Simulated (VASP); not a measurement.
Runs of VASP 6.6.1 on GdN. The structure is that of space group Fm-3m (No. 225), or close to it. The cells are those of the table. 

```csv
task,cell,gap on the mesh (eV),pressure (GPa),moment (μB)
single point,"a = 3.570 Å, angles 60.0°, 2 atoms",none,-5.2,7.00
single point,"a = 3.499 Å, angles 60.0°, 2 atoms",none,3.3,7.00
single point,"a = 3.463 Å, angles 60.0°, 2 atoms",none,8.7,7.00
single point,"a = 3.604 Å, angles 60.0°, 2 atoms",none,(a),7.00
electric field gradients,"a = 3.463 Å, angles 60.0°, 2 atoms",none,8.7,7.00
```

Alike in all rows: level PBE; potentials or basis VASP PAW PBE potentials, release 64 (Gd, N); spin collinear, ferromagnetic start; k mesh 13 × 13 × 13; cutoff (eV) 520; smearing fermi-dirac 0.05 eV.

Estimate the missing entries.

(a) -8.6.

Caveats: spin-orbit coupling is left out, which moves the levels of the heavy elements; a cell with one magnetic atom can't hold antiferromagnetic order, which such compounds often take; semilocal functionals describe open f shells poorly, which spoils levels, moments and volumes; the cell stands under pressure (at least some runs); the cell stands under tension (at least some runs).

A k mesh can miss the band edges, and the runs leave out spin-orbit coupling on Gd.

A gap of «none» marks levels without a gap at the run's occupations.
